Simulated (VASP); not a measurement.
Wanted: the native input for a VASP 6.6.1 run.

| Property | Result |
| --- | --- |
| Task | single point |
| Functional | PBE |
| Potentials or basis | VASP PAW PBE potentials, release 64 (K_sv, F) |
| Cutoff | 520 eV |
| k mesh | 8 × 8 × 8 |
| Occupations | gaussian, width 0.02 eV |
| Spin | no spin polarisation |
| Dipole correction | no |
| Further INCAR settings | ALGO = Normal; EDIFF = 1e-06; NBANDS = 15 |

The structure of KF lies in POSCAR:

```
KF
1.0
    0.0000000000      2.7731413450      2.7731413450
    2.7731413450      0.0000000000      2.7731413450
    2.7731413450      2.7731413450      0.0000000000
K F
1 1
Direct
    0.0000000000      0.0000000000      0.0000000000
    0.5000000000      0.5000000000      0.5000000000
```

This cell differs from its parent crystal: strained.

One way to write it, as run:

INCAR

```
SYSTEM = KF
ALGO = Normal ; EDIFF = 1E-6
ENCUT = 520 ; GGA = PE
ISIF = 2 ; ISMEAR = 0
LASPH = .True. ; LCHARG = .False.
LREAL = .False. ; LWAVE = .False.
NBANDS = 15 ; NELM = 60
PREC = Accurate ; SIGMA = 0.02
```

KPOINTS

```
k-points
0
Gamma
  8 8 8
  0 0 0
```

Potentials or basis: VASP PAW PBE potentials, release 64 (K_sv, F).

Launch:

```sh
$ cat potpaw_PBE.64/K_sv/POTCAR potpaw_PBE.64/F/POTCAR > POTCAR
$ mpirun -np 1 vasp_std > vasp.out
```

Results of the run:

| Item | Value |
| --- | --- |
| Pressure | -1.7 GPa |
| Band gap on the k mesh | 5.62 eV, direct |

Caveat: the cell differs from its parent crystal (strained).

Run time: 15 s on 1 thread of Intel(R) Xeon(R) Platinum 8488C (Sapphire Rapids) (shared host), peak memory 0.17 GiB.
